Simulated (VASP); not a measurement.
# Cs2TlRe6Bi (Fm-3m) in VASP: single point with r2SCAN

Aim: the single point of Cs2TlRe6Bi with r2SCAN.

Program: VASP 6.6.1. These are calculated values, not measurements. Logs are shortened: lines on timing, memory, paths and dates and some standing lists are left out, and cuts for length are marked.

## (1) The cell of the first run

Symmetry: Fm-3m, No. 225, cubic system. Conventional cell: a = 10.128 Å, b = 10.128 Å, c = 10.128 Å, α = 90.00°, β = 90.00°, γ = 90.00°. Within 3.6 Å of Tl (site symmetry m-3m) lie 6 Re at 2.73 Å. Within 4.7 Å of Cs (site symmetry -43m) lie 12 Re at 3.59 Å and 4 Tl at 4.39 Å and 4 Bi at 4.39 Å. Within 3.1 Å of Re (site symmetry 4mm) lie 1 Bi at 2.33 Å and 1 Tl at 2.73 Å. Bi (site symmetry m-3m) has 6 Re at 2.33 Å within 3.1 Å.

## (2) Single point, r2SCAN

File POSCAR:

```
Cs2TlRe6Bi
1.0
    0.0000000000      5.0642120000      5.0642120000
    5.0642120000      0.0000000000      5.0642120000
    5.0642120000      5.0642120000      0.0000000000
Tl Cs Re Bi
1 2 6 1
Direct
    0.5000000000      0.5000000000      0.5000000000
    0.2500000000      0.2500000000      0.2500000000
    0.7500000000      0.7500000000      0.7500000000
    0.7700000000      0.2300000000      0.2300000000
    0.2300000000      0.7700000000      0.2300000000
    0.2300000000      0.7700000000      0.7700000000
    0.7700000000      0.2300000000      0.7700000000
    0.2300000000      0.2300000000      0.7700000000
    0.7700000000      0.7700000000      0.2300000000
    0.0000000000      0.0000000000      0.0000000000
```

File INCAR.step1:

```
  ALGO = Normal
  EDIFF = 1E-4
  ENCUT = 520
  GGA = PE
  ISMEAR = 1
  LASPH = T
  LCHARG = F
  LREAL = F
  LWAVE = T
  NBANDS = 55
  NELM = 60
  PREC = Accurate
  SIGMA = 0.0134
```

File INCAR.step2:

```
  ALGO = Normal
  EDIFF = 1E-6
  ENCUT = 520
  ISIF = 2
  ISMEAR = 1
  ISTART = 1
  LASPH = T
  LCHARG = F
  LMIXTAU = T
  LREAL = F
  LWAVE = F
  METAGGA = R2SCAN
  NBANDS = 55
  NELM = 60
  PREC = Accurate
  SIGMA = 0.0134
```

File KPOINTS:

```
k-points
0
Gamma
  5 5 5
```

Potentials or basis: VASP PAW PBE potentials, release 64 (Tl_d, Cs_sv, Re, Bi_d).

The run is started by

```bash
cat potpaw_PBE.64/Tl_d/POTCAR potpaw_PBE.64/Cs_sv/POTCAR potpaw_PBE.64/Re/POTCAR potpaw_PBE.64/Bi_d/POTCAR > POTCAR
cp INCAR.step1 INCAR
mpirun -np 1 vasp_std > vasp.out
cp INCAR.step2 INCAR
mpirun -np 1 vasp_std > vasp.out
```

OUTCAR:

```text
EDIFF = 1E-6
   ENCUT = 520
   ISIF = 2
   ISMEAR = 1
   ISTART = 1
   LASPH = T
   LREAL = F
   METAGGA = R2SCAN
   NELM = 60
   PREC = Accurate

 ion  position               nearest neighbor table
   1  0.500  0.500  0.500-   4 2.73   5 2.73   6 2.73   7 2.73   8 2.73   9 2.73
   2  0.250  0.250  0.250-
   3  0.750  0.750  0.750-
   4  0.770  0.230  0.230-  10 2.33   1 2.73   7 3.29   8 3.29   9 3.29   5 3.29
   5  0.230  0.770  0.230-  10 2.33   1 2.73   6 3.29   8 3.29   9 3.29   4 3.29
   6  0.230  0.770  0.770-  10 2.33   1 2.73   7 3.29   8 3.29   9 3.29   5 3.29
   7  0.770  0.230  0.770-  10 2.33   1 2.73   6 3.29   8 3.29   9 3.29   4 3.29
   8  0.230  0.230  0.770-  10 2.33   1 2.73   5 3.29   6 3.29   7 3.29   4 3.29
   9  0.770  0.770  0.230-  10 2.33   1 2.73   5 3.29   6 3.29   7 3.29   4 3.29
  10  0.000  0.000  0.000-   4 2.33   5 2.33   6 2.33   7 2.33   8 2.33   9 2.33

  LATTYP: Found a face centered cubic cell.
 ALAT       =    10.1284240000

  Lattice vectors:

 A1 = (   0.0000000000,   5.0642120000,   5.0642120000)
 A2 = (   5.0642120000,   0.0000000000,   5.0642120000)
 A3 = (   5.0642120000,   5.0642120000,   0.0000000000)

Analysis of symmetry for initial positions (statically):
=====================================================================
 Subroutine PRICEL returns:
 Original cell was already a primitive cell.

 Routine SETGRP: Setting up the symmetry group for a
 face centered cubic supercell.

 Subroutine GETGRP returns: Found 48 space group operations
 (whereof 48 operations were pure point group operations)
 out of a pool of 48 trial point group operations.

The static configuration has the point symmetry O_h .

Analysis of symmetry for dynamics (positions and initial velocities):
=====================================================================
 Subroutine PRICEL returns:
 Original cell was already a primitive cell.

 Routine SETGRP: Setting up the symmetry group for a
 face centered cubic supercell.

 Subroutine GETGRP returns: Found 48 space group operations
 (whereof 48 operations were pure point group operations)
 out of a pool of 48 trial point group operations.

The dynamic configuration has the point symmetry O_h .

 Subroutine INISYM returns: Found 48 space group operations
 (whereof 48 operations are pure point group operations),
 and found     1 'primitive' translations

----------------------------------------------------------------------------------------

                                     Primitive cell

  volume of cell :     259.7560

  direct lattice vectors                    reciprocal lattice vectors
     0.000000000  5.064212000  5.064212000    -0.098732044  0.098732044  0.098732044
     5.064212000  0.000000000  5.064212000     0.098732044 -0.098732044  0.098732044
     5.064212000  5.064212000  0.000000000     0.098732044  0.098732044 -0.098732044

  length of vectors
     7.161877293  7.161877293  7.161877293     0.171008916  0.171008916  0.171008916

  position of ions in fractional coordinates (direct lattice)
     0.500000000  0.500000000  0.500000000
     0.250000000  0.250000000  0.250000000
     0.750000000  0.750000000  0.750000000
     0.770000000  0.230000000  0.230000000
     0.230000000  0.770000000  0.230000000
     0.230000000  0.770000000  0.770000000
     0.770000000  0.230000000  0.770000000
     0.230000000  0.230000000  0.770000000
     0.770000000  0.770000000  0.230000000
     0.000000000  0.000000000  0.000000000

  ion indices of the primitive-cell ions
   primitive index   ion index
                 1           1
                 2           2
                 3           3
                 4           4
                 5           5
                 6           6
                 7           7
                 8           8
                 9           9
                10          10

----------------------------------------------------------------------------------------

 KPOINTS: k-points

Automatic generation of k-mesh.
 Grid dimensions read from file:
 generate k-points for:    5    5    5

 Generating k-lattice:

  Cartesian coordinates                     Fractional coordinates (reciprocal lattice)
    -0.019746409  0.019746409  0.019746409     0.200000000  0.000000000  0.000000000
     0.019746409 -0.019746409  0.019746409     0.000000000  0.200000000  0.000000000
     0.019746409  0.019746409 -0.019746409     0.000000000  0.000000000  0.200000000

  Length of vectors
     0.034201783  0.034201783  0.034201783

  Shift w.r.t. Gamma in fractional coordinates (k-lattice)
     0.000000000  0.000000000  0.000000000

 Subroutine IBZKPT returns following result:
 ===========================================

 Found     10 irreducible k-points:

 Following reciprocal coordinates:
            Coordinates               Weight
  0.000000  0.000000  0.000000      1.000000
  0.200000  0.000000  0.000000      8.000000
  0.400000  0.000000  0.000000      8.000000
  0.200000  0.200000  0.000000      6.000000
  0.400000  0.200000  0.000000     24.000000
 -0.400000  0.200000  0.000000     24.000000
 -0.200000  0.200000  0.000000     12.000000
  0.400000  0.400000  0.000000      6.000000
 -0.400000  0.400000  0.000000     12.000000
 -0.400000  0.400000  0.200000     24.000000
   k-points           NKPTS =     10   k-points in BZ     NKDIM =     10   number of bands    NBANDS=     55
   number of dos      NEDOS =    301   number of ions     NIONS =     10
   total plane-waves  NPLWV = 157464
   dimension x,y,z NGX =    54 NGY =   54 NGZ =   54
   dimension x,y,z NGXF=   108 NGYF=  108 NGZF=  108
   ions per type =               1   2   6   1
   NGX,Y,Z   is equivalent  to a cutoff of  12.53, 12.53, 12.53 a.u.
   NGXF,Y,Z  is equivalent  to a cutoff of  25.07, 25.07, 25.07 a.u.
 SYSTEM =  unknown system
   PREC   = accura    normal or accurate (medium, high low for compatibility)
   ISTART =      1    job   : 0-new  1-cont  2-samecut
   ICHARG =      0    charge: 1-file 2-atom 10-const
   ISPIN  =      1    spin polarized calculation?
   LNONCOLLINEAR =      F non collinear calculations
   LSORBIT =      F    spin-orbit coupling
   LASPH  =      T    aspherical Exc in radial PAW
   ENCUT  =  520.0 eV  38.22 Ry    6.18 a.u.  13.32 13.32 13.32*2*pi/ulx,y,z
   NELM   =     60;   NELMIN=  2; NELMDL=  0     # of ELM steps
   EDIFF  = 0.1E-05   stopping-criterion for ELM
   LREAL  =      F    real-space projection
[... 7 lines left out ...]
   TEBEG  =    0.0;   TEEND  =   0.0 temperature during run
   PSTRESS=    0.0 pullay stress
   NELECT =      88.0000    total number of electrons
   NUPDOWN=      -1.0000    fix difference up-down
   EMIN   =  10.00;   EMAX   =-10.00  energy-range for DOS
   EFERMI =   0.00;   METHOD = LEGACY
   ISMEAR =     1;   SIGMA  =   0.01  broadening in eV -4-tet -1-fermi 0-gaus
   EFERMI_NEDOS =   21; number of points for ismear=-14 and -15
   IALGO  =     38    algorithm
   IMIX   =      4    mixing-type and parameters
     AMIX     =   0.40;   BMIX     =  1.00
     AMIX_MAG =   1.60;   BMIX_MAG =  1.00
  volume/ion in A,a.u.               =      25.98       175.29
  Fermi-wavevector in a.u.,A,eV,Ry     =   1.141249  2.156648 17.720907  1.302450
  Thomas-Fermi vector in A             =   2.277950
   LORBIT       =      0    0 simple, 1 ext, 2 COOP (PROOUT), +10 PAW based schemes
   METAGGA = R2SCAN    functional components
   LHFCALC =     F    Hartree Fock is set to
   AEXX    =    0.0000 exact exchange contribution
   IVDW    =     0    specifies the selected vdW correction
   LEPSILON=     F    determine dielectric tensor
   LRPA    =     F    only Hartree local field effects (RPA)
 non-spin polarized calculation
 Methfessel and Paxton  Order N= 1 SIGMA  =   0.01
  energy-cutoff  :      520.00
  volume of cell :      259.76
 maximum number of plane-waves:      7014
 NGX is ok and might be reduce to    54
   NGX = 27   NGY = 27   NGZ = 27

 number of electron      88.0000007 magnetization

 Free energy of the ion-electron system (eV)
  ---------------------------------------------------
  ext. energy  EPLUGINS =         0.00000000
  ---------------------------------------------------
  free energy    TOTEN  =      -439.25432982 eV

  energy without entropy =     -439.25398598  energy(sigma->0) =     -439.25421521

 E-fermi :   4.2789     XC(G=0): -11.2439

 val. band max:        4.2710193946   @ k =  -0.4000   0.4000   0.2000
 cond. band min:       4.2840571867   @ k =  -0.4000   0.4000   0.2000
 fundamental gap:      0.0130377921
 Fermi energy:         4.2789063014

 k-point     1 :       0.0000    0.0000    0.0000
  band No.  band energies     occupation
      1     -20.3148      2.00000
      2     -20.3148      2.00000
      3     -19.9458      2.00000
      4     -19.9458      2.00000
      5     -19.9458      2.00000
      6     -17.2372      2.00000
[... 47 lines left out ...]
     54       5.6701      0.00000
     55       5.6701      0.00000

 k-point     2 :       0.2000    0.0000    0.0000
  band No.  band energies     occupation
      1     -20.3148      2.00000
      2     -20.3148      2.00000
      3     -19.9459      2.00000
      4     -19.9458      2.00000
      5     -19.9458      2.00000
      6     -17.2329      2.00000
[... 47 lines left out ...]
     54       5.5530      0.00000
     55       5.6394      0.00000

 k-point     3 :       0.4000    0.0000    0.0000
  band No.  band energies     occupation
      1     -20.3147      2.00000
      2     -20.3147      2.00000
      3     -19.9459      2.00000
      4     -19.9458      2.00000
      5     -19.9458      2.00000
      6     -17.2229      2.00000
[... 340 lines left out ...]
 k-point     9 :      -0.4000    0.4000    0.0000
  band No.  band energies     occupation
      1     -20.3157      2.00000
      2     -20.3147      2.00000
      3     -19.9459      2.00000
      4     -19.9458      2.00000
      5     -19.9457      2.00000
      6     -17.2195      2.00000
[... 47 lines left out ...]
     54       5.9630      0.00000
     55       6.0660      0.00000

 k-point    10 :      -0.4000    0.4000    0.2000
  band No.  band energies     occupation
      1     -20.3155      2.00000
      2     -20.3147      2.00000
      3     -19.9459      2.00000
      4     -19.9458      2.00000
      5     -19.9457      2.00000
      6     -17.2193      2.00000
[... 47 lines left out ...]
     54       5.4895      0.00000
     55       6.6597      0.00000

------------------------ aborting loop because EDIFF is reached ----------------------------------------

  FORCE on cell =-STRESS in cart. coord.  units (eV):
  Direction    XX          YY          ZZ          XY          YZ          ZX
  --------------------------------------------------------------------------------------
  -------------------------------------------------------------------------------------
  Total       17.5473215     17.5473215     17.5473215      0.0000000      0.0000000      0.0000000
  in kB      108.2320255    108.2320255    108.2320255      0.0000000      0.0000000      0.0000000
  external PRESSURE =     108.2320255 kB  Pullay stress =       0.0000000 kB

 VOLUME and BASIS-vectors are now :
 -----------------------------------------------------------------------------
  energy-cutoff  :      520.00
  volume of cell :      259.76
      direct lattice vectors                 reciprocal lattice vectors
     0.000000000  5.064212000  5.064212000    -0.098732044  0.098732044  0.098732044
     5.064212000  0.000000000  5.064212000     0.098732044 -0.098732044  0.098732044
     5.064212000  5.064212000  0.000000000     0.098732044  0.098732044 -0.098732044

 POSITION                                       TOTAL-FORCE (eV/Angst)
 -----------------------------------------------------------------------------------
      5.06421      5.06421      5.06421         0.000000     -0.000000      0.000000
      2.53211      2.53211      2.53211         0.000000     -0.000000     -0.000000
      7.59632      7.59632      7.59632         0.000000     -0.000000      0.000000
      2.32954      5.06421      5.06421         4.384968     -0.000000     -0.000000
      5.06421      2.32954      5.06421         0.000000      4.384968     -0.000000
      7.79889      5.06421      5.06421        -4.384968     -0.000000     -0.000000
      5.06421      7.79889      5.06421         0.000000     -4.384968     -0.000000
      5.06421      5.06421      2.32954         0.000000     -0.000000      4.384968
      5.06421      5.06421      7.79889         0.000000     -0.000000     -4.384968
      0.00000      0.00000      0.00000         0.000000     -0.000000      0.000000
 -----------------------------------------------------------------------------------
    total drift:                                0.000000      0.000000      0.000000

  FREE ENERGIE OF THE ION-ELECTRON SYSTEM (eV)
  ---------------------------------------------------
  free  energy   TOTEN  =      -439.2543298207 eV

  energy  without entropy=     -439.2539859838  energy(sigma->0) =     -439.25421521
```

Run time: 27 min. Hardware: 1 thread of AMD EPYC 7R43 (Zen 3), shared host; peak memory 0.45 GiB.

What came out:

```yaml
Free_energy: -439.2543 eV
Pressure: 10.8 GPa
Largest_force: 4.385 eV/Å
Band_gap_on_the_k_mesh: zero (bands 44 and 45 overlap by 0.17 eV)
```

Forces in eV/Å, atoms in the order of the input:
```
Tl   0.000  0.000  0.000
Cs   0.000  0.000  0.000
Cs   0.000  0.000  0.000
Re   4.385  0.000  0.000
Re   0.000  4.385  0.000
Re  -4.385  0.000  0.000
Re   0.000 -4.385  0.000
Re   0.000  0.000  4.385
Re   0.000  0.000 -4.385
Bi   0.000  0.000  0.000
```

Levels at points of the mesh, in eV from the Fermi level:
```csv
k point,band 42,band 43,band 44,band 45,band 46,band 47
"(0.00, 0.00, 0.00)",-0.33,0.12,0.12,0.41,0.41,0.79
```

Caveat: the cell stands under pressure; the PAW data sets were made with another functional, which shifts forces and pressure a little; spin-orbit coupling is left out, which moves the levels of the heavy elements.
